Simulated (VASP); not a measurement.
# BN (Pm-3m) in VASP: settings compared, part 2 of 2

VASP 6.6.1.

### Step 5. Single point, r2SCAN

Contents of POSCAR:

```
BN
1.0
    2.3148041863      0.0000000000      0.0000000000
    0.0000000000      2.3148041863      0.0000000000
    0.0000000000      0.0000000000      2.3148041863
B N
1 1
Direct
    0.0000000000      0.0000000000      0.0000000000
    0.5000000000      0.5000000000      0.5000000000
```

Contents of INCAR.step1:

```
SYSTEM = BN
  PREC = Accurate
  ENCUT = 520
  ISMEAR = -1
  SIGMA = 0.02
  LREAL = .False.
  LASPH = .True.
  NELM = 100
  NBANDS = 11
  GGA = PE
  ALGO = Normal
  EDIFF = 1E-4
  LWAVE = .True.
  LCHARG = .False.
```

Contents of INCAR.step2:

```
SYSTEM = BN
  PREC = Accurate
  ENCUT = 520
  EDIFF = 1E-6
  ISMEAR = -1
  SIGMA = 0.02
  LREAL = .False.
  LASPH = .True.
  NELM = 100
  ALGO = Normal
  ISIF = 2
  LWAVE = .False.
  LCHARG = .False.
  METAGGA = R2SCAN
  LMIXTAU = .True.
  NBANDS = 11
  ISTART = 1
```

Contents of KPOINTS:

```
regular mesh
0
Gamma
  10 10 10
  0 0 0
```

Potentials or basis: VASP PAW PBE potentials, release 64 (B, N).

Launch:

```console
$ cat potpaw_PBE.64/B/POTCAR potpaw_PBE.64/N/POTCAR > POTCAR
$ cp INCAR.step1 INCAR
$ mpirun -np 1 vasp_std > vasp.out
$ cp INCAR.step2 INCAR
$ mpirun -np 1 vasp_std > vasp.out
```

OUTCAR:

```text
SYSTEM = BN
   PREC = Accurate
   ENCUT = 520
   EDIFF = 1E-6
   ISMEAR = -1
   LREAL = .False.
   LASPH = .True.
   NELM = 100
   ISIF = 2
   METAGGA = R2SCAN
   ISTART = 1

 ion  position               nearest neighbor table
   1  0.000  0.000  0.000-
   2  0.500  0.500  0.500-

  LATTYP: Found a simple cubic cell.
 ALAT       =     2.3148041863

  Lattice vectors:

 A1 = (   2.3148041863,   0.0000000000,   0.0000000000)
 A2 = (   0.0000000000,   2.3148041863,   0.0000000000)
[... 510 lines left out ...]
      4       7.3995      2.00000
      5      14.6406      0.00000
      6      16.5225      0.00000
      7      17.3493      0.00000
      8      19.5353      0.00000
      9      27.1260      0.00000
     10      33.9291      0.00000
     11      36.3321      0.00000

 [... further k-points ...]
[... 5 lines left out ...]
  --------------------------------------------------------------------------------------
  -------------------------------------------------------------------------------------
  Total       -0.0000201     -0.0000201     -0.0000201     -0.0000000     -0.0000000      0.0000000
  in kB       -0.0025956     -0.0025956     -0.0025956     -0.0000000     -0.0000000      0.0000000
  external PRESSURE =      -0.0025956 kB  Pullay stress =       0.0000000 kB

 VOLUME and BASIS-vectors are now :
 -----------------------------------------------------------------------------
  energy-cutoff  :      520.00
  volume of cell :       12.40
      direct lattice vectors                 reciprocal lattice vectors
     2.314804186  0.000000000  0.000000000     0.432001984  0.000000000  0.000000000
     0.000000000  2.314804186  0.000000000     0.000000000  0.432001984  0.000000000
     0.000000000  0.000000000  2.314804186     0.000000000  0.000000000  0.432001984

 POSITION                                       TOTAL-FORCE (eV/Angst)
 -----------------------------------------------------------------------------------
      0.00000      0.00000      0.00000         0.000000      0.000000      0.000000
      1.15740      1.15740      1.15740         0.000000      0.000000      0.000000
 -----------------------------------------------------------------------------------
    total drift:                                0.000000     -0.000000      0.000000

  FREE ENERGIE OF THE ION-ELECTRON SYSTEM (eV)
  ---------------------------------------------------
  free  energy   TOTEN  =       -11.1111586417 eV

  energy  without entropy=      -11.1097100773  energy(sigma->0) =      -11.11043436
```

OUTCAR.step1:

```text
SYSTEM = BN
   PREC = Accurate
   ENCUT = 520
   ISMEAR = -1
   LREAL = .False.
   LASPH = .True.
[... 557 lines left out ...]
      0.00000      0.00000      0.00000         0.000000      0.000000      0.000000
      1.15740      1.15740      1.15740         0.000000      0.000000      0.000000
 -----------------------------------------------------------------------------------
    total drift:                                0.000000     -0.000000      0.000000

  FREE ENERGIE OF THE ION-ELECTRON SYSTEM (eV)
  ---------------------------------------------------
  free  energy   TOTEN  =       -10.0108796663 eV

  energy  without entropy=      -10.0090332350  energy(sigma->0) =      -10.00995645
```

OSZICAR.step1:

```text
N       E                     dE             d eps       ncg     rms          rms(c)
DAV:   1     0.138855128666E+02    0.13886E+02   -0.47398E+03  1256   0.708E+02
DAV:   2    -0.983114200262E+01   -0.23717E+02   -0.22691E+02  1581   0.145E+02
DAV:   3    -0.105157772597E+02   -0.68464E+00   -0.68031E+00  1472   0.197E+01
DAV:   4    -0.105168104835E+02   -0.10332E-02   -0.10332E-02  1367   0.798E-01
DAV:   5    -0.105168109378E+02   -0.45434E-06   -0.45426E-06  1224   0.186E-02    0.500E+00
DAV:   6    -0.100727484259E+02    0.44406E+00   -0.49053E+00  1307   0.918E+00    0.242E+00
DAV:   7    -0.100112099092E+02    0.61539E-01   -0.40707E-01  1322   0.317E+00    0.111E+00
DAV:   8    -0.100116888009E+02   -0.47889E-03   -0.21673E-02  1346   0.103E+00    0.361E-01
DAV:   9    -0.100108838324E+02    0.80497E-03   -0.28053E-03  1361   0.248E-01    0.684E-02
DAV:  10    -0.100108796663E+02    0.41661E-05   -0.30669E-05   709   0.509E-02
   1 F= -.10010880E+02 E0= -.10009956E+02  d E =-.184643E-02
```

Run time: 24 s. Hardware: 1 thread of Intel Xeon Platinum 8375C at 2.90GHz (Ice Lake), shared host; peak memory 0.12 GiB.

What came out:

```yaml
Free_energy: -11.1112 eV
Pressure: 0.0 GPa
Band_gap_on_the_k_mesh: zero (band 4 reaches 10.04 eV, above the bottom of band 5 at 6.59 eV)
```

Caveat: the PAW data sets were made with another functional, which shifts forces and pressure a little.

### Step 6. Relaxation of cell and atoms, PBE

This run uses another cell than the first one, of 3.46 Å³/atom, 0.557 times its volume.

Contents of INCAR:

```
SYSTEM = BN
ALGO = Normal ; EDIFF = 1E-7
EDIFFG = -0.005 ; ENCUT = 600
GGA = PE ; IBRION = 2
ISIF = 3 ; ISMEAR = -1
LASPH = .TRUE. ; LCHARG = .FALSE.
LREAL = .FALSE. ; LWAVE = .FALSE.
NELM = 60 ; NSW = 80
PREC = Accurate ; SIGMA = 0.02
```

Contents of KPOINTS:

```
k-points
0
G
  12 12 12
  0 0 0
```

Contents of POSCAR:

```
BN
1.0
    1.9050249482      0.0000000000      0.0000000000
    0.0000000000      1.9050249482      0.0000000000
    0.0000000000      0.0000000000      1.9050249482
B N
1 1
Direct
    0.0000000000      0.0000000000      0.0000000000
    0.5000000000      0.5000000000      0.5000000000
```

Potentials or basis: VASP PAW PBE potentials, release 64 (B, N).

Launch:

```console
$ cat potpaw_PBE.64/B/POTCAR potpaw_PBE.64/N/POTCAR > POTCAR
$ mpirun -np 1 vasp_std > vasp.out
```

It took 29 s on 1 thread of Intel Xeon Platinum 8375C at 2.90GHz (Ice Lake), shared host; peak memory 0.11 GiB.

It converged, with:

| Quantity | Value |
| --- | --- |
| Free energy | -9.9680 eV |
| Relaxed volume | 6.14 Å³/atom |
| Relaxed cell | a = 2.307 Å, b = 2.307 Å, c = 2.307 Å, α = 90.00°, β = 90.00°, γ = 90.00° |
| Space group after relaxing (to 0.05 Å) | Pm-3m (No. 221) |
| Energy gained by relaxing | 2480.9 meV/atom |
| Ionic steps | 21 |
| Pressure after relaxing | 0.0 GPa |
| Band gap on the k mesh | zero (band 4 reaches 10.12 eV, above the bottom of band 5 at 7.05 eV) |

Step by step:
```csv
step,energy change (eV),largest force (eV/Å),pressure (GPa),volume (Å³)
1,0.0000,0.0000,464.99,6.91
2,-1.9675,0.0000,-62.36,22.59
3,-4.9425,0.0000,-10.94,12.84
4,-4.9575,0.0000,-5.18,12.54
5,-4.9618,0.0000,-0.22,12.29
6,-4.9609,0.0000,2.57,12.16
7,-4.9609,0.0000,2.54,12.17
8,-4.9609,0.0000,2.44,12.17
9,-4.9609,0.0000,2.43,12.17
10,-4.9610,0.0000,2.43,12.17
11,-4.9610,0.0000,2.42,12.17
12,-4.9610,0.0000,2.41,12.17
13,-4.9610,0.0000,2.39,12.17
14,-4.9610,0.0000,2.38,12.17
15,-4.9610,0.0000,2.33,12.17
16,-4.9611,0.0000,2.23,12.18
17,-4.9612,0.0000,2.01,12.19
18,-4.9614,0.0000,1.58,12.21
19,-4.9617,0.0000,0.75,12.24
20,-4.9617,0.0000,-0.84,12.32
21,-4.9618,0.0000,0.00,12.28
```

Final structure:
```
B N
1.0
     2.30711    0.00000    0.00000
     0.00000    2.30711    0.00000
     0.00000    0.00000    2.30711
B N
1 1
Direct
  0.00000 0.00000 0.00000
  0.50000 0.50000 0.50000
```

Levels at points of the mesh, in eV from the Fermi level:
```csv
k point,band 1,band 2,band 3,band 4,band 5,band 6,band 7,band 8
"(0.00, 0.00, 0.00)",-21.28,-2.10,-2.10,-2.10,1.76,11.26,11.26,11.26
"(0.50, 0.00, 0.00)",-17.51,-12.77,0.57,0.57,4.41,7.08,7.08,7.47
"(0.50, 0.50, 0.00)",-13.63,-9.52,-9.52,-3.49,1.65,8.65,8.65,9.24
"(0.50, 0.50, 0.50)",-10.96,-4.93,-4.93,-4.93,-1.37,-1.37,-1.37,3.37
```

Caveat: the volume moved by over 15 % at a fixed basis, so the end points are rough.

### Step 7. Relaxation of cell and atoms, r2SCAN

This run uses another cell than the first one, of 6.26 Å³/atom, 1.009 times its volume.

Contents of POSCAR:

```
BN
1.0
    2.3220077487      0.0000000000      0.0000000000
    0.0000000000      2.3220077487      0.0000000000
    0.0000000000      0.0000000000      2.3220077487
B N
1 1
Direct
    0.0000000000      0.0000000000      0.0000000000
    0.5000000000      0.5000000000      0.5000000000
```

Contents of INCAR.step1:

```
SYSTEM = BN
  PREC = Accurate
  ENCUT = 600
  ISMEAR = -1
  SIGMA = 0.02
  LREAL = .FALSE.
  LASPH = .TRUE.
  NELM = 100
  GGA = PE
  ALGO = Normal
  EDIFF = 1E-4
  LWAVE = .TRUE.
  LCHARG = .FALSE.
```

Contents of INCAR.step2:

```
SYSTEM = BN
  PREC = Accurate
  ENCUT = 600
  EDIFF = 1E-6
  ISMEAR = -1
  SIGMA = 0.02
  LREAL = .FALSE.
  LASPH = .TRUE.
  NELM = 100
  ALGO = Normal
  ISIF = 3
  LWAVE = .FALSE.
  LCHARG = .FALSE.
  METAGGA = R2SCAN
  LMIXTAU = .TRUE.
  IBRION = 2
  NSW = 80
  EDIFFG = -0.005
  ISTART = 1
```

Contents of KPOINTS:

```
regular mesh
0
G
  10 10 10
  0 0 0
```

Launch:

```console
$ cat potpaw_PBE.64/B/POTCAR potpaw_PBE.64/N/POTCAR > POTCAR
$ cp INCAR.step1 INCAR
$ mpirun -np 1 vasp_std > vasp.out
$ cp INCAR.step2 INCAR
$ mpirun -np 1 vasp_std > vasp.out
```

Wall time 49 s (1 thread of Intel Xeon Platinum 8375C at 2.90GHz (Ice Lake), shared host); peak memory 0.12 GiB.

Results (log left out):

* Free energy: -11.1121 eV
* Relaxed volume: 6.20 Å³/atom
* Relaxed cell: a = 2.315 Å, b = 2.315 Å, c = 2.315 Å, α = 90.00°, β = 90.00°, γ = 90.00°
* Space group after relaxing (to 0.05 Å): Pm-3m (No. 221)
* Energy gained by relaxing: 0.4 meV/atom
* Ionic steps: 3
* Pressure after relaxing: 0.0 GPa
* Band gap on the k mesh: zero (band 4 reaches 10.03 eV, above the bottom of band 5 at 6.59 eV)

Step by step:
| step | energy change (eV) | largest force (eV/Å) | pressure (GPa) | volume (Å³) |
| --- | --- | --- | --- | --- |
| 1 | 0.0000 | 0.0000 | -2.31 | 12.52 |
| 2 | -0.0007 | 0.0000 | 1.01 | 12.36 |
| 3 | -0.0008 | 0.0000 | 0.00 | 12.40 |

Final structure:
```
B N
1.0
     2.31487    0.00000    0.00000
     0.00000    2.31487    0.00000
     0.00000    0.00000    2.31487
B N
1 1
Direct
  0.00000 0.00000 0.00000
  0.50000 0.50000 0.50000
```

Levels at points of the mesh, in eV from the Fermi level:
```tsv
k point	band 2	band 3	band 4	band 5	band 6	band 7
(0.00, 0.00, 0.00)	-2.14	-2.14	-2.14	1.71	12.22	12.22
(0.50, 0.00, 0.00)	-13.37	0.62	0.62	4.75	7.72	7.72
(0.50, 0.50, 0.00)	-9.86	-9.86	-3.73	1.78	9.38	9.38
(0.50, 0.50, 0.50)	-5.06	-5.06	-5.06	-1.28	-1.28	-1.28
```

Caveat: the PAW data sets were made with another functional, which shifts forces and pressure a little.

### Step 8. Summary

| task | level | cell | k mesh | cutoff (eV) | gap on the mesh (eV) | pressure (GPa) | relaxed volume (Å³/atom) |
| --- | --- | --- | --- | --- | --- | --- | --- |
| single point | PBE | a = 2.315 Å, 2 atoms | 10 × 10 × 10 | 520 | none | 2.3 | - |
| single point | PBE | a = 2.322 Å, 2 atoms | 12 × 12 × 12 | 520 | none | -0.1 | - |
| single point | r2SCAN | a = 2.315 Å, 2 atoms | 10 × 10 × 10 | 520 | none | 0.0 | - |
| relaxation of cell and atoms | PBE | relaxed from a = 1.905 Å, 2 atoms | 12 × 12 × 12 | 600 | none | 0.0 | 6.14 |
| relaxation of cell and atoms | r2SCAN | relaxed from a = 2.322 Å, 2 atoms | 10 × 10 × 10 | 600 | none | 0.0 | 6.20 |

Alike in all rows: potentials or basis VASP PAW PBE potentials, release 64 (B, N); no spin polarisation; smearing fermi-dirac 0.02 eV.

Caveats: the PAW data sets were made with another functional, which shifts forces and pressure a little (some runs); the volume moved by over 15 % at a fixed basis, so the end points are rough (some runs).

Total energies depend on the potentials used, so only differences within one code and one set of settings carry meaning.
